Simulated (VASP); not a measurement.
Runs of VASP 6.6.1 on Sc. The structure is that of space group Fm-3m (No. 225), or close to it. The cells are those of the table. 

```csv
level,spin,cell,k mesh,smearing,grid for exact exchange (PRECFOCK),screening parameter,gap on the mesh (eV),pressure (GPa),moment (μB)
PBE,"collinear, ferromagnetic start","a = 3.131 Å, angles 60.0°, 1 atom",19 × 19 × 19,fermi-dirac 0.05 eV,-,-,none,(b),0.00
PBE,"collinear, ferromagnetic start","a = 3.311 Å, angles 60.0°, 1 atom",19 × 19 × 19,fermi-dirac 0.05 eV,-,-,none,-1.9,0.00
HSE06,off,"a = 3.271 Å, angles 60.0°, 1 atom",6 × 6 × 6,fermi-dirac 0.1 eV,Normal,0.2079 1/Å,none,1.7,-
PBE,"collinear, ferromagnetic start","a = 3.353 Å, angles 60.0°, 1 atom",19 × 19 × 19,fermi-dirac 0.05 eV,-,-,none,-3.5,0.00
PBE,off,"a = 3.271 Å, angles 60.0°, 1 atom",6 × 6 × 6,fermi-dirac 0.1 eV,-,-,none,0.0,-
PBE,"collinear, ferromagnetic start","a = 3.268 Å, angles 60.0°, 1 atom",19 × 19 × 19,fermi-dirac 0.05 eV,-,-,none,0.0,0.00
PBE,"collinear, ferromagnetic start","a = 3.394 Å, angles 60.0°, 1 atom",19 × 19 × 19,fermi-dirac 0.05 eV,-,-,none,-4.8,0.00
PBE,"collinear, ferromagnetic start","a = 3.224 Å, angles 60.0°, 1 atom",19 × 19 × 19,fermi-dirac 0.05 eV,-,-,none,2.2,0.00
PBE,"collinear, ferromagnetic start","a = 3.178 Å, angles 60.0°, 1 atom",19 × 19 × 19,fermi-dirac 0.05 eV,-,-,none,(a),0.00
```

Alike in all rows: task single point; potentials or basis VASP PAW PBE potentials, release 64 (Sc_sv); cutoff (eV) 520.

**Question.** Estimate the missing entries.

**Answer.** (a) 4.9; (b) 8.0.

Caveats: some runs use coarse meshes; the PAW data sets were made with another functional, which shifts forces and pressure a little (some runs).

A gap of «none» marks levels without a gap at the run's occupations.
